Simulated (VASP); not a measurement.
# Cu (Cmcm) in VASP: notebook

Runs on Cu. Level: PBEsol. Tasks: relaxation of cell and atoms.

All numbers are computed with VASP 6.6.1; they aren't measurements. Logs are shortened: lines on timing, memory, paths and dates and some standing lists are left out, and cuts for length are marked.

### Step 1. The cell of the first run

It takes space group Cmcm (No. 63, orthorhombic). Conventional cell: a = 2.437 Å, b = 7.953 Å, c = 2.475 Å, α = 90.00°, β = 90.00°, γ = 90.00°. Cu (site symmetry m2m) has 10 Cu at 2.44 to 2.54 Å within 3.2 Å.

### Step 2. Relaxation of cell and atoms, PBEsol

Input file INCAR:

```
SYSTEM = Cu
  PREC = Accurate
  ENCUT = 600
  EDIFF = 1E-7
  ISMEAR = -1
  SIGMA = 0.05
  LREAL = .False.
  LASPH = .True.
  NELM = 100
  ALGO = Normal
  ISIF = 3
  LWAVE = .False.
  LCHARG = .False.
  GGA = PS
  IBRION = 2
  NSW = 80
  EDIFFG = -0.02
```

Input file KPOINTS:

```
regular mesh
0
Gamma
  11 11 11
  0 0 0
```

Input file POSCAR:

```
Cu
1.0
    1.2184636900     -3.9763780104      0.0000000000
    1.2184636900      3.9763780104      0.0000000000
    0.0000000000      0.0000000000      2.4754955235
Cu
2
Direct
    0.8661333500      0.1338666500      0.7500000000
    0.1338666500      0.8661333500      0.2500000000
```

Potentials or basis: VASP PAW PBE potentials, release 64 (Cu).

Started as:

```
$ cat potpaw_PBE.64/Cu/POTCAR > POTCAR
$ mpirun -np 1 vasp_std > vasp.out
```

OUTCAR:

```text
SYSTEM = Cu
   PREC = Accurate
   ENCUT = 600
   EDIFF = 1E-7
   ISMEAR = -1
   LREAL = .False.
   LASPH = .True.
   NELM = 100
   ISIF = 3
   GGA = PS
   IBRION = 2
   NSW = 80
   EDIFFG = -0.02

 ion  position               nearest neighbor table
   1  0.866  0.134  0.750-   2 2.46   2 2.46   2 2.54   2 2.54   2 2.54   2 2.54
   2  0.134  0.866  0.250-   1 2.46   1 2.46   1 2.54   1 2.54   1 2.54   1 2.54

  LATTYP: Found a base centered orthorhombic cell.
 ALAT       =     2.4369273800
 B/A-ratio  =     3.2634357864
 C/A-ratio  =     1.0158265461

  Lattice vectors:

 A1 = (   1.2184636900,  -3.9763780104,   0.0000000000)
 A2 = (   1.2184636900,   3.9763780104,   0.0000000000)
 A3 = (   0.0000000000,   0.0000000000,   2.4754955235)

Analysis of symmetry for initial positions (statically):
=====================================================================
 Subroutine PRICEL returns:
 Original cell was already a primitive cell.

 Routine SETGRP: Setting up the symmetry group for a
 base centered orthorhombic supercell.

 Subroutine GETGRP returns: Found  8 space group operations
 (whereof  4 operations were pure point group operations)
 out of a pool of  8 trial point group operations.

The static configuration has the point symmetry C_2h.
 The point group associated with its full space group is D_2h.

Analysis of symmetry for dynamics (positions and initial velocities):
=====================================================================
 Subroutine PRICEL returns:
 Original cell was already a primitive cell.

 Routine SETGRP: Setting up the symmetry group for a
 base centered orthorhombic supercell.

 Subroutine GETGRP returns: Found  8 space group operations
 (whereof  4 operations were pure point group operations)
 out of a pool of  8 trial point group operations.

The dynamic configuration has the point symmetry C_2h.
 The point group associated with its full space group is D_2h.

 Subroutine INISYM returns: Found  8 space group operations
 (whereof  4 operations are pure point group operations),
 and found     1 'primitive' translations

----------------------------------------------------------------------------------------

                                     Primitive cell

  volume of cell :      23.9879

  direct lattice vectors                    reciprocal lattice vectors
     1.218463690 -3.976378010  0.000000000     0.410352811 -0.125742572  0.000000000
     1.218463690  3.976378010  0.000000000     0.410352811  0.125742572  0.000000000
     0.000000000  0.000000000  2.475495523     0.000000000  0.000000000  0.403959527

  length of vectors
     4.158874348  4.158874348  2.475495523     0.429186001  0.429186001  0.403959527

  position of ions in fractional coordinates (direct lattice)
     0.866133350  0.133866650  0.750000000
     0.133866650  0.866133350  0.250000000

  ion indices of the primitive-cell ions
   primitive index   ion index
                 1           1
                 2           2

----------------------------------------------------------------------------------------

 KPOINTS: regular mesh

Automatic generation of k-mesh.
 Grid dimensions read from file:
 generate k-points for:   11   11   11

 Generating k-lattice:

  Cartesian coordinates                     Fractional coordinates (reciprocal lattice)
     0.037304801 -0.011431143  0.000000000     0.090909091  0.000000000  0.000000000
     0.037304801  0.011431143  0.000000000     0.000000000  0.090909091  0.000000000
     0.000000000  0.000000000  0.036723593     0.000000000  0.000000000  0.090909091

  Length of vectors
     0.039016909  0.039016909  0.036723593

  Shift w.r.t. Gamma in fractional coordinates (k-lattice)
     0.000000000  0.000000000  0.000000000

 Subroutine IBZKPT returns following result:
 ===========================================

 Found    216 irreducible k-points:

 Following reciprocal coordinates:
            Coordinates               Weight
  0.000000  0.000000  0.000000      1.000000
  0.090909 -0.000000  0.000000      4.000000
  0.181818  0.000000  0.000000      4.000000
  0.272727  0.000000  0.000000      4.000000
  0.363636 -0.000000  0.000000      4.000000
  0.454545 -0.000000  0.000000      4.000000
[... 16 lines left out ...]
 -0.272727  0.181818  0.000000      4.000000
 -0.181818  0.181818  0.000000      2.000000
 [... further k-points ...]
   k-points           NKPTS =    216   k-points in BZ     NKDIM =    216   number of bands    NBANDS=     15
   number of dos      NEDOS =    301   number of ions     NIONS =      2
   total plane-waves  NPLWV =  25920
   dimension x,y,z NGX =    36 NGY =   36 NGZ =   20
   dimension x,y,z NGXF=    72 NGYF=   72 NGZF=   40
   ions per type =               2
   NGX,Y,Z   is equivalent  to a cutoff of  14.39, 14.39, 13.43 a.u.
   NGXF,Y,Z  is equivalent  to a cutoff of  28.78, 28.78, 26.86 a.u.
 SYSTEM =  Cu
   PREC   = accura    normal or accurate (medium, high low for compatibility)
   ISTART =      0    job   : 0-new  1-cont  2-samecut
   ICHARG =      2    charge: 1-file 2-atom 10-const
   ISPIN  =      1    spin polarized calculation?
   LNONCOLLINEAR =      F non collinear calculations
   LSORBIT =      F    spin-orbit coupling
   LASPH  =      T    aspherical Exc in radial PAW
   ENCUT  =  600.0 eV  44.10 Ry    6.64 a.u.   8.31  8.31  4.94*2*pi/ulx,y,z
   NELM   =    100;   NELMIN=  2; NELMDL= -5     # of ELM steps
   EDIFF  = 0.1E-06   stopping-criterion for ELM
   LREAL  =      F    real-space projection
   EDIFFG = -.2E-01   stopping-criterion for IOM
   NSW    =     80    number of steps for IOM
   IBRION =      2    ionic relax: 0-MD 1-quasi-New 2-CG
   NFREE  =      1    steps in history (QN), initial steepest desc. (CG)
   ISIF   =      3    stress and relaxation
   ISYM   =      2    0-nonsym 1-usesym 2-fastsym
   POTIM  = 0.5000    time-step for ionic-motion
   TEBEG  =    0.0;   TEEND  =   0.0 temperature during run
   PSTRESS=    0.0 pullay stress
   NELECT =      22.0000    total number of electrons
   NUPDOWN=      -1.0000    fix difference up-down
   EMIN   =  10.00;   EMAX   =-10.00  energy-range for DOS
   EFERMI =   0.00;   METHOD = LEGACY
   ISMEAR =    -1;   SIGMA  =   0.05  broadening in eV -4-tet -1-fermi 0-gaus
   EFERMI_NEDOS =   21; number of points for ismear=-14 and -15
   IALGO  =     38    algorithm
   IMIX   =      4    mixing-type and parameters
     AMIX     =   0.40;   BMIX     =  1.00
     AMIX_MAG =   1.60;   BMIX_MAG =  1.00
  volume/ion in A,a.u.               =      11.99        80.94
  Fermi-wavevector in a.u.,A,eV,Ry     =   1.590566  3.005733 34.421366  2.529899
  Thomas-Fermi vector in A             =   2.689241
   LORBIT       =      0    0 simple, 1 ext, 2 COOP (PROOUT), +10 PAW based schemes
   GGA     = PS    functional components
   LHFCALC =     F    Hartree Fock is set to
   AEXX    =    0.0000 exact exchange contribution
   IVDW    =     0    specifies the selected vdW correction
   LEPSILON=     F    determine dielectric tensor
   LRPA    =     F    only Hartree local field effects (RPA)
 conjugate gradient relaxation of ions
 non-spin polarized calculation
  energy-cutoff  :      600.00
  volume of cell :       23.99
 maximum number of plane-waves:       813
 NGX is ok and might be reduce to    36
   NGX = 17   NGY = 17   NGZ =  9

--------------------------------------- Ionic step        1  -------------------------------------------

 number of electron      22.0000013 magnetization

 Free energy of the ion-electron system (eV)
  ---------------------------------------------------
  ext. energy  EPLUGINS =         0.00000000
  ---------------------------------------------------
  free energy    TOTEN  =        -8.30656949 eV

  energy without entropy =       -8.30234469  energy(sigma->0) =       -8.30445709

------------------------ aborting loop because EDIFF is reached ----------------------------------------

  FORCE on cell =-STRESS in cart. coord.  units (eV):
  Direction    XX          YY          ZZ          XY          YZ          ZX
  --------------------------------------------------------------------------------------
  -------------------------------------------------------------------------------------
  Total       -0.0894495     -0.2068889     -0.0549475      0.0000000      0.0000000      0.0000000
  in kB       -5.9744231    -13.8183225     -3.6699986      0.0000000      0.0000000      0.0000000
  external PRESSURE =      -7.8209147 kB  Pullay stress =       0.0000000 kB
[... 93 lines left out ...]
  energy  without entropy=       -8.3029719257  energy(sigma->0) =       -8.30503911

--------------------------------------- Ionic step        4  -------------------------------------------

 number of electron      22.0000012 magnetization

 Free energy of the ion-electron system (eV)
  ---------------------------------------------------
  ext. energy  EPLUGINS =         0.00000000
  ---------------------------------------------------
  free energy    TOTEN  =        -8.30719882 eV

  energy without entropy =       -8.30308176  energy(sigma->0) =       -8.30514029

 E-fermi :   7.2949     XC(G=0): -12.8191

 val. band max:        7.2786883016   @ k =  -0.3636   0.3636   0.3636
 cond. band min:       7.3328876451   @ k =   0.4545   0.0909   0.1818
 fundamental gap:      0.0541993435
 Fermi energy:         7.2949095837

 k-point     1 :       0.0000    0.0000    0.0000
  band No.  band energies     occupation
      1      -2.0391      2.00000
      2       2.2857      2.00000
      3       3.0528      2.00000
      4       3.5403      2.00000
      5       4.2282      2.00000
      6       4.5343      2.00000
      7       4.9440      2.00000
      8       5.2545      2.00000
      9       5.4500      2.00000
     10       5.5929      2.00000
     11       5.8482      2.00000
     12       7.2354      1.53325
     13      12.1769      0.00000
     14      21.9346      0.00000
     15      25.7094      0.00000
[... 397 lines left out ...]
 k-point    24 :      -0.1818    0.1818    0.0000
  band No.  band energies     occupation
      1      -1.7086      2.00000
      2       2.1806      2.00000
      3       2.9784      2.00000
      4       3.5914      2.00000
      5       4.3389      2.00000
      6       4.4078      2.00000
      7       4.7583      2.00000
      8       5.4131      2.00000
      9       5.4682      2.00000
     10       5.6305      2.00000
     11       5.6968      2.00000
     12       5.9096      2.00000
     13      14.3208      0.00000
     14      22.4085      0.00000
     15      24.2091      0.00000

 [... further k-points ...]

------------------------ aborting loop because EDIFF is reached ----------------------------------------

  FORCE on cell =-STRESS in cart. coord.  units (eV):
  Direction    XX          YY          ZZ          XY          YZ          ZX
  --------------------------------------------------------------------------------------
  -------------------------------------------------------------------------------------
  Total        0.0274227      0.0053811      0.0391615      0.0000000      0.0000000      0.0000000
  in kB        1.8428246      0.3616144      2.6316830      0.0000000      0.0000000      0.0000000
  external PRESSURE =       1.6120407 kB  Pullay stress =       0.0000000 kB
[... 17 lines left out ...]
  FREE ENERGIE OF THE ION-ELECTRON SYSTEM (eV)
  ---------------------------------------------------
  free  energy   TOTEN  =        -8.3071988193 eV

  energy  without entropy=       -8.3030817636  energy(sigma->0) =       -8.30514029

 reached required accuracy - stopping structural energy minimisation
```

Run time: 1.8 min. Hardware: 1 thread of Intel Xeon 6975P-C (Granite Rapids), shared host; peak memory 0.23 GiB.

Results:

```
Free energy                           : -8.3072 eV
Relaxed volume                        : 11.92 Å³/atom
Relaxed cell                          : a = 4.139 Å, b = 4.139 Å, c = 2.476 Å, α = 90.00°, β = 90.00°, γ = 145.80°
Space group after relaxing (to 0.1 Å) : Cmcm (No. 63)
Energy gained by relaxing             : 0.3 meV/atom
Ionic steps                           : 4
Pressure after relaxing               : 0.2 GPa
Band gap on the k mesh                : zero (bands 11 and 12 overlap by 5.41 eV)
```

Forces on the atoms (eV/Å):
```
Cu   0.000  0.003  0.000
Cu   0.000 -0.003  0.000
```

Stress tensor (GPa, compression positive):
```
0.18 0.00 0.00
0.00 0.04 0.00
0.00 0.00 0.26
```

The path:
| step | energy change (eV) | largest force (eV/Å) | pressure (GPa) | volume (Å³) |
| --- | --- | --- | --- | --- |
| 1 | 0.0000 | 0.0008 | -0.78 | 23.99 |
| 2 | -0.0005 | 0.0051 | 0.44 | 23.79 |
| 3 | -0.0005 | 0.0038 | 0.16 | 23.83 |
| 4 | -0.0006 | 0.0028 | 0.16 | 23.84 |

Final structure:
```cif
data_structure
_symmetry_space_group_name_H-M 'P 1'
_symmetry_Int_Tables_number 1
_cell_length_a 4.1389
_cell_length_b 4.1389
_cell_length_c 2.4763
_cell_angle_alpha 90.000
_cell_angle_beta 90.000
_cell_angle_gamma 145.804
_cell_volume 23.84
loop_
_atom_site_label
_atom_site_type_symbol
_atom_site_fract_x
_atom_site_fract_y
_atom_site_fract_z
_atom_site_occupancy
Cu1 Cu 0.86615 0.13385 0.75000 1
Cu2 Cu 0.13385 0.86615 0.25000 1
```

Levels at points of the mesh, in eV from the Fermi level:
```tsv
k point	band 8	band 9	band 10	band 11	band 12	band 13	band 14	band 15
(0.00, 0.00, 0.00)	-2.04	-1.84	-1.70	-1.45	-0.06	4.88	14.64	18.41
```

Caveat: the PAW data sets were made with another functional, which shifts forces and pressure a little.

### Step 3. Relaxation of cell and atoms, PBEsol, target pressure 5 GPa, at which the enthalpy is minimised

Input file INCAR:

```
PREC = Accurate ; ENCUT = 600
EDIFF = 1E-6 ; ISMEAR = -1
SIGMA = 0.05 ; LREAL = F
LASPH = T ; NELM = 100
ALGO = Normal ; ISIF = 3
LWAVE = F ; LCHARG = F
GGA = PS ; IBRION = 2
NSW = 80 ; EDIFFG = -0.02
PSTRESS = 50.0
```

Input file KPOINTS:

```
Automatic mesh
0
Gamma
  11 11 11
```

POSCAR is that of step 2.

Potentials or basis: VASP PAW PBE potentials, release 64 (Cu).

Started as:

```
$ cat potpaw_PBE.64/Cu/POTCAR > POTCAR
$ mpirun -np 1 vasp_std > vasp.out
```

Run time: 2.1 min. Hardware: 1 thread of Intel Xeon 6975P-C (Granite Rapids), shared host; peak memory 0.23 GiB.

It converged, with:

| Item | Value |
| --- | --- |
| Free energy | -8.2960 eV |
| Relaxed volume | 11.56 Å³/atom |
| Relaxed cell | a = 4.100 Å, b = 4.100 Å, c = 2.451 Å, α = 90.00°, β = 90.00°, γ = 145.87° |
| Space group after relaxing (to 0.1 Å) | Cmcm (No. 63) |
| Energy change on relaxing (the run minimises the enthalpy) | +5.3 meV/atom |
| Ionic steps | 4 |
| Pressure after relaxing | 5.0 GPa |
| Largest force after relaxing | 0.011 eV/Å |
| Band gap on the k mesh | zero (bands 11 and 12 overlap by 5.50 eV) |

Forces on the atoms (eV/Å):
```
Cu   0.000 -0.011  0.000
Cu   0.000  0.011  0.000
```

Stress tensor (GPa, compression positive):
```
5.00 0.00 0.00
0.00 4.91 0.00
0.00 0.00 5.17
```

The path:
```csv
step,energy change (eV),largest force (eV/Å),pressure (GPa),volume (Å³)
1,0.0000,0.0009,-0.78,23.99
2,0.0386,0.0828,9.95,22.52
3,0.0106,0.0462,5.01,23.12
4,0.0105,0.0106,5.03,23.12
```

Final structure:
```
Cu
1.0
     1.20304   -3.91906    0.00000
     1.20304    3.91906    0.00000
     0.00000    0.00000    2.45134
Cu
2
Direct
  0.86639 0.13361 0.75000
  0.13361 0.86639 0.25000
```

Levels at points of the mesh, in eV from the Fermi level:
| k point | band 7 | band 8 | band 9 | band 10 | band 11 | band 12 | band 13 | band 14 | band 15 |
| --- | --- | --- | --- | --- | --- | --- | --- | --- | --- |
| (0.00, 0.00, 0.00) | -2.40 | -2.09 | -1.87 | -1.73 | -1.46 | -0.14 | 5.04 | 14.91 | 18.85 |

Caveat: the cell is relaxed towards a set pressure, so the run minimises the enthalpy, not the energy; the PAW data sets were made with another functional, which shifts forces and pressure a little.

(Part 1 of 2 ends here.)

The gap in the log of VASP goes by the Fermi energy; the results here count the filled bands.